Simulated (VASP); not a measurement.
Hg, 3 atoms in the cell. The structure is hexagonal, space group P6/mmm (No. 191). Conventional cell: a = 5.467 Å, b = 5.467 Å, c = 3.185 Å, α = 90.00°, β = 90.00°, γ = 120.00°. Within 4.2 Å of Hg (site symmetry -6m2) lie 11 Hg at 3.16 to 3.54 Å. Hg (site symmetry 6/mmm) has 14 Hg at 3.19 to 3.54 Å within 4.2 Å. 

* Program: VASP 6.6.1
* Task: single point
* Functional: r2SCAN
* Potentials or basis: VASP PAW PBE potentials, release 64 (Hg)
* Cutoff: 520 eV
* k mesh: 3 × 3 × 4, shifted
* Occupations: fermi-dirac, width 0.15 eV
* Spin: no spin polarisation
* Dipole correction: no
* Further INCAR settings: ALGO = Normal; EDIFF = 1e-06; NBANDS = 25

Potentials or basis: VASP PAW PBE potentials, release 64 (Hg).

Run with:

```sh
$ cat potpaw_PBE.64/Hg/POTCAR > POTCAR
$ cp INCAR.step1 INCAR
$ mpirun -np 1 vasp_std > vasp.out
$ cp INCAR.step2 INCAR
$ mpirun -np 1 vasp_std > vasp.out
```

Hardware: 1 thread of AMD EPYC 7R13, on a shared host.

Estimate the wall time of this run.

Run time: 100 s on 1 thread of AMD EPYC 7R13, on a shared host, peak memory 0.18 GiB. Counts: k points 6.
